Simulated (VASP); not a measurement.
# NaPbI2Br (P4/mmm) in VASP: single point with PBE

Aim: the single point of NaPbI2Br with PBE.

Everything below comes from runs of VASP 6.6.1. Logs are shortened: lines on timing, memory, paths and dates and some standing lists are left out, and cuts for length are marked.

### 1 The cell of the first run

The structure is tetragonal, space group P4/mmm (No. 123). The conventional cell has a = 5.891 Å, b = 5.891 Å, c = 5.593 Å, α = 90.00°, β = 90.00°, γ = 90.00°. Within 5.3 Å of Na (site symmetry 4/mmm) lie 8 I at 4.06 Å and 4 Br at 4.17 Å and 8 Pb at 5.02 Å. Pb (site symmetry 4/mmm) has 2 Br at 2.80 Å and 4 I at 2.95 Å within 3.7 Å. Within 3.9 Å of I (site symmetry mmm) lie 2 Pb at 2.95 Å. Br (site symmetry 4/mmm) has 2 Pb at 2.80 Å within 3.7 Å.

### 2 Single point, PBE (Cs replaced by Na, lengths x 0.941, strained)

Input file INCAR:

```
SYSTEM = NaPbI2Br
PREC = Accurate
ENCUT = 520
EDIFF = 1E-7
ISMEAR = 0
SIGMA = 0.02
LREAL = .FALSE.
LASPH = .TRUE.
NELM = 60
ALGO = Normal
ISIF = 2
LWAVE = .FALSE.
LCHARG = .FALSE.
GGA = PE
NBANDS = 29
```

Input file KPOINTS:

```
regular mesh
0
G
  6 6 6
  0 0 0
```

Input file POSCAR:

```
NaPbI2Br
1.0
    5.8905207575      0.0000000000      0.0000000000
    0.0000000000      5.8905207575      0.0000000000
    0.0000000000      0.0000000000      5.5929766889
Na Pb I Br
1 1 2 1
Direct
    0.5000000000      0.5000000000      0.5000000000
    0.0000000000      0.0000000000      0.0000000000
    0.0000000000      0.5000000000      0.0000000000
    0.5000000000      0.0000000000      0.0000000000
    0.0000000000      0.0000000000      0.5000000000
```

Potentials or basis: VASP PAW PBE potentials, release 64 (Na_pv, Pb_d, I, Br).

Started as:

```sh
cat potpaw_PBE.64/Na_pv/POTCAR potpaw_PBE.64/Pb_d/POTCAR potpaw_PBE.64/I/POTCAR potpaw_PBE.64/Br/POTCAR > POTCAR
mpirun -np 1 vasp_std > vasp.out
```

OUTCAR:

```text
SYSTEM = NaPbI2Br
   PREC = Accurate
   ENCUT = 520
   EDIFF = 1E-7
   ISMEAR = 0
   LREAL = .FALSE.
   LASPH = .TRUE.
   NELM = 60
   ISIF = 2
   GGA = PE

 ion  position               nearest neighbor table
   1  0.500  0.500  0.500-
   2  0.000  0.000  0.000-   5 2.80   5 2.80   3 2.95   4 2.95   3 2.95   4 2.95
   3  0.000  0.500  0.000-   2 2.95   2 2.95
   4  0.500  0.000  0.000-   2 2.95   2 2.95
   5  0.000  0.000  0.500-   2 2.80   2 2.80

  LATTYP: Found a simple tetragonal cell.
 ALAT       =     5.8905207575
 C/A-ratio  =     0.9494876462

  Lattice vectors:

 A1 = (   5.8905207575,   0.0000000000,   0.0000000000)
 A2 = (   0.0000000000,   5.8905207575,   0.0000000000)
 A3 = (   0.0000000000,   0.0000000000,   5.5929766889)

Analysis of symmetry for initial positions (statically):
=====================================================================
 Subroutine PRICEL returns:
 Original cell was already a primitive cell.

 Routine SETGRP: Setting up the symmetry group for a
 simple tetragonal supercell.

 Subroutine GETGRP returns: Found 16 space group operations
 (whereof 16 operations were pure point group operations)
 out of a pool of 16 trial point group operations.

The static configuration has the point symmetry D_4h.

Analysis of symmetry for dynamics (positions and initial velocities):
=====================================================================
 Subroutine PRICEL returns:
 Original cell was already a primitive cell.

 Routine SETGRP: Setting up the symmetry group for a
 simple tetragonal supercell.

 Subroutine GETGRP returns: Found 16 space group operations
 (whereof 16 operations were pure point group operations)
 out of a pool of 16 trial point group operations.

The dynamic configuration has the point symmetry D_4h.

 Subroutine INISYM returns: Found 16 space group operations
 (whereof 16 operations are pure point group operations),
 and found     1 'primitive' translations

----------------------------------------------------------------------------------------

                                     Primitive cell

  volume of cell :     194.0664

  direct lattice vectors                    reciprocal lattice vectors
     5.890520758  0.000000000  0.000000000     0.169764277  0.000000000  0.000000000
     0.000000000  5.890520758  0.000000000     0.000000000  0.169764277  0.000000000
     0.000000000  0.000000000  5.592976689     0.000000000  0.000000000  0.178795667

  length of vectors
     5.890520758  5.890520758  5.592976689     0.169764277  0.169764277  0.178795667

  position of ions in fractional coordinates (direct lattice)
     0.500000000  0.500000000  0.500000000
     0.000000000  0.000000000  0.000000000
     0.000000000  0.500000000  0.000000000
     0.500000000  0.000000000  0.000000000
     0.000000000  0.000000000  0.500000000

  ion indices of the primitive-cell ions
   primitive index   ion index
                 1           1
                 2           2
                 3           3
                 4           4
                 5           5

----------------------------------------------------------------------------------------

 KPOINTS: regular mesh

Automatic generation of k-mesh.
 Grid dimensions read from file:
 generate k-points for:    6    6    6

 Generating k-lattice:

  Cartesian coordinates                     Fractional coordinates (reciprocal lattice)
     0.028294046  0.000000000  0.000000000     0.166666667  0.000000000  0.000000000
     0.000000000  0.028294046  0.000000000     0.000000000  0.166666667  0.000000000
     0.000000000  0.000000000  0.029799278     0.000000000  0.000000000  0.166666667

  Length of vectors
     0.028294046  0.028294046  0.029799278

  Shift w.r.t. Gamma in fractional coordinates (k-lattice)
     0.000000000  0.000000000  0.000000000

 Subroutine IBZKPT returns following result:
 ===========================================

 Found     40 irreducible k-points:

 Following reciprocal coordinates:
            Coordinates               Weight
  0.000000  0.000000  0.000000      1.000000
  0.166667  0.000000  0.000000      4.000000
  0.333333  0.000000  0.000000      4.000000
  0.500000  0.000000  0.000000      2.000000
  0.166667  0.166667  0.000000      4.000000
  0.333333  0.166667  0.000000      8.000000
[... 16 lines left out ...]
  0.333333  0.000000  0.333333      8.000000
  0.500000  0.000000  0.333333      4.000000
 [... further k-points ...]
   k-points           NKPTS =     40   k-points in BZ     NKDIM =     40   number of bands    NBANDS=     29
   number of dos      NEDOS =    301   number of ions     NIONS =      5
   total plane-waves  NPLWV =  96768
   dimension x,y,z NGX =    48 NGY =   48 NGZ =   42
   dimension x,y,z NGXF=    96 NGYF=   96 NGZF=   84
   ions per type =               1   1   2   1
   NGX,Y,Z   is equivalent  to a cutoff of  13.55, 13.55, 12.48 a.u.
   NGXF,Y,Z  is equivalent  to a cutoff of  27.09, 27.09, 24.97 a.u.
 SYSTEM =  NaPbI2Br
   PREC   = accura    normal or accurate (medium, high low for compatibility)
   ISTART =      0    job   : 0-new  1-cont  2-samecut
   ICHARG =      2    charge: 1-file 2-atom 10-const
   ISPIN  =      1    spin polarized calculation?
   LNONCOLLINEAR =      F non collinear calculations
   LSORBIT =      F    spin-orbit coupling
   LASPH  =      T    aspherical Exc in radial PAW
   ENCUT  =  520.0 eV  38.22 Ry    6.18 a.u.  10.95 10.95 10.40*2*pi/ulx,y,z
   NELM   =     60;   NELMIN=  2; NELMDL= -5     # of ELM steps
   EDIFF  = 0.1E-06   stopping-criterion for ELM
   LREAL  =      F    real-space projection
   EDIFFG = 0.1E-05   stopping-criterion for IOM
   NSW    =      0    number of steps for IOM
   IBRION =     -1    ionic relax: 0-MD 1-quasi-New 2-CG
   NFREE  =      0    steps in history (QN), initial steepest desc. (CG)
   ISIF   =      2    stress and relaxation
   ISYM   =      2    0-nonsym 1-usesym 2-fastsym
   POTIM  = 0.5000    time-step for ionic-motion
   TEBEG  =    0.0;   TEEND  =   0.0 temperature during run
   PSTRESS=    0.0 pullay stress
   NELECT =      42.0000    total number of electrons
   NUPDOWN=      -1.0000    fix difference up-down
   EMIN   =  10.00;   EMAX   =-10.00  energy-range for DOS
   EFERMI =   0.00;   METHOD = LEGACY
   ISMEAR =     0;   SIGMA  =   0.02  broadening in eV -4-tet -1-fermi 0-gaus
   EFERMI_NEDOS =   21; number of points for ismear=-14 and -15
   IALGO  =     38    algorithm
   IMIX   =      4    mixing-type and parameters
     AMIX     =   0.40;   BMIX     =  1.00
     AMIX_MAG =   1.60;   BMIX_MAG =  1.00
  volume/ion in A,a.u.               =      38.81       261.92
  Fermi-wavevector in a.u.,A,eV,Ry     =   0.982897  1.857405 13.144392  0.966086
  Thomas-Fermi vector in A             =   2.114014
   LORBIT       =      0    0 simple, 1 ext, 2 COOP (PROOUT), +10 PAW based schemes
   GGA     = PE    functional components
   LHFCALC =     F    Hartree Fock is set to
   AEXX    =    0.0000 exact exchange contribution
   IVDW    =     0    specifies the selected vdW correction
   LEPSILON=     F    determine dielectric tensor
   LRPA    =     F    only Hartree local field effects (RPA)
 non-spin polarized calculation
 Gauss-broadening in eV      SIGMA  =   0.02
  energy-cutoff  :      520.00
  volume of cell :      194.07
 maximum number of plane-waves:      5260
 NGX is ok and might be reduce to    48
   NGX = 21   NGY = 21   NGZ = 21

 number of electron      41.9999998 magnetization

 Free energy of the ion-electron system (eV)
  ---------------------------------------------------
  ext. energy  EPLUGINS =         0.00000000
  ---------------------------------------------------
  free energy    TOTEN  =       -12.89444811 eV

  energy without entropy =      -12.89444811  energy(sigma->0) =      -12.89444811

 E-fermi :   3.6989     XC(G=0):  -7.5954

 val. band max:        3.5114276163   @ k =   0.5000   0.5000   0.5000
 cond. band min:       3.9464583486   @ k =   0.0000   0.0000   0.0000
 fundamental gap:      0.4350307323
 Fermi energy:         3.6988654077

 k-point     1 :       0.0000    0.0000    0.0000
  band No.  band energies     occupation
      1     -22.9196      2.00000
      2     -22.9196      2.00000
      3     -22.9183      2.00000
      4     -14.2614      2.00000
      5     -14.1745      2.00000
      6     -13.9918      2.00000
[... 21 lines left out ...]
     28       9.1362      0.00000
     29       9.1362      0.00000

 k-point     2 :       0.1667    0.0000    0.0000
  band No.  band energies     occupation
      1     -22.9196      2.00000
      2     -22.9196      2.00000
      3     -22.9183      2.00000
      4     -14.2597      2.00000
      5     -14.1667      2.00000
      6     -13.9924      2.00000
[... 21 lines left out ...]
     28       8.3208      0.00000
     29       9.2094      0.00000

 k-point     3 :       0.3333    0.0000    0.0000
  band No.  band energies     occupation
      1     -22.9197      2.00000
      2     -22.9196      2.00000
      3     -22.9183      2.00000
      4     -14.2571      2.00000
      5     -14.1504      2.00000
      6     -13.9934      2.00000
[... 21 lines left out ...]
     28       8.2087      0.00000
     29       8.6966      0.00000

 k-point     4 :       0.5000    0.0000    0.0000
  band No.  band energies     occupation
      1     -22.9197      2.00000
      2     -22.9196      2.00000
      3     -22.9183      2.00000
      4     -14.2561      2.00000
      5     -14.1420      2.00000
      6     -13.9939      2.00000
[... 597 lines left out ...]
     28       8.1259      0.00000
     29       8.9071      0.00000

 k-point    23 :       0.3333    0.0000    0.3333
  band No.  band energies     occupation
      1     -22.9196      2.00000
      2     -22.9196      2.00000
      3     -22.9183      2.00000
      4     -14.1615      2.00000
      5     -14.1329      2.00000
      6     -13.9934      2.00000
[... 21 lines left out ...]
     28       8.2295      0.00000
     29       8.9659      0.00000

 k-point    24 :       0.5000    0.0000    0.3333
  band No.  band energies     occupation
      1     -22.9197      2.00000
      2     -22.9196      2.00000
      3     -22.9183      2.00000
      4     -14.1603      2.00000
      5     -14.1235      2.00000
      6     -13.9939      2.00000
[... 21 lines left out ...]
     28       8.2501      0.00000
     29       9.4011      0.00000

 [... further k-points ...]

------------------------ aborting loop because EDIFF is reached ----------------------------------------

  FORCE on cell =-STRESS in cart. coord.  units (eV):
  Direction    XX          YY          ZZ          XY          YZ          ZX
  --------------------------------------------------------------------------------------
  -------------------------------------------------------------------------------------
  Total        7.1357488      7.1357488      5.3087513      0.0000000      0.0000000      0.0000000
  in kB       58.9114542     58.9114542     43.8280928      0.0000000      0.0000000      0.0000000
  external PRESSURE =      53.8836671 kB  Pullay stress =       0.0000000 kB

 VOLUME and BASIS-vectors are now :
 -----------------------------------------------------------------------------
  energy-cutoff  :      520.00
  volume of cell :      194.07
      direct lattice vectors                 reciprocal lattice vectors
     5.890520758  0.000000000  0.000000000     0.169764277  0.000000000  0.000000000
     0.000000000  5.890520758  0.000000000     0.000000000  0.169764277  0.000000000
     0.000000000  0.000000000  5.592976689     0.000000000  0.000000000  0.178795667

 POSITION                                       TOTAL-FORCE (eV/Angst)
 -----------------------------------------------------------------------------------
      2.94526      2.94526      2.79649         0.000000      0.000000      0.000000
      0.00000      0.00000      0.00000         0.000000      0.000000      0.000000
      0.00000      2.94526      0.00000         0.000000      0.000000      0.000000
      2.94526      0.00000      0.00000         0.000000      0.000000      0.000000
      0.00000      0.00000      2.79649         0.000000      0.000000      0.000000
 -----------------------------------------------------------------------------------
    total drift:                                0.000000     -0.000000      0.000000

  FREE ENERGIE OF THE ION-ELECTRON SYSTEM (eV)
  ---------------------------------------------------
  free  energy   TOTEN  =       -12.8944481093 eV

  energy  without entropy=      -12.8944481093  energy(sigma->0) =      -12.89444811
```

Run time: 2.6 min. Hardware: 1 thread of AMD EPYC 9R14 (Zen 4), shared host; peak memory 0.43 GiB.

What came out:

* Free energy: -12.8944 eV
* Pressure: 5.4 GPa
* Band gap on the k mesh: 0.44 eV (least direct gap 0.58 eV)

Stress tensor (GPa, compression positive):
```
5.89 0.00 0.00
0.00 5.89 0.00
0.00 0.00 4.38
```

Levels at points of the mesh, in eV from the valence-band top:
| k point | band 17 | band 18 | band 19 | band 20 | band 21 | band 22 | band 23 | band 24 | band 25 | band 26 |
| --- | --- | --- | --- | --- | --- | --- | --- | --- | --- | --- |
| (0.00, 0.00, 0.00) | -3.11 | -2.90 | -2.79 | -2.79 | -2.79 | 0.44 | 3.60 | 3.84 | 4.18 | 4.26 |
| (0.50, 0.00, 0.00) | -3.21 | -3.14 | -3.04 | -2.83 | -1.68 | 1.12 | 2.39 | 2.69 | 4.51 | 4.71 |
| (0.50, 0.50, 0.00) | -3.11 | -3.11 | -2.65 | -2.09 | -0.82 | 1.12 | 1.12 | 2.25 | 3.51 | 3.61 |
| (0.00, 0.00, 0.50) | -3.50 | -3.05 | -2.79 | -2.79 | -2.01 | 1.61 | 2.46 | 2.62 | 4.02 | 4.02 |
| (0.50, 0.00, 0.50) | -3.48 | -3.22 | -2.94 | -2.34 | -0.89 | 1.10 | 1.36 | 1.89 | 3.53 | 4.06 |
| (0.50, 0.50, 0.50) | -2.63 | -2.32 | -2.32 | -2.07 | 0.00 | 0.58 | 0.58 | 0.65 | 0.84 | 5.40 |

Caveat: the cell differs from its parent crystal (Cs replaced by Na, lengths x 0.941, strained); the cell stands under pressure; spin-orbit coupling is left out, which moves the levels of the heavy elements. A k mesh can miss the band edges.
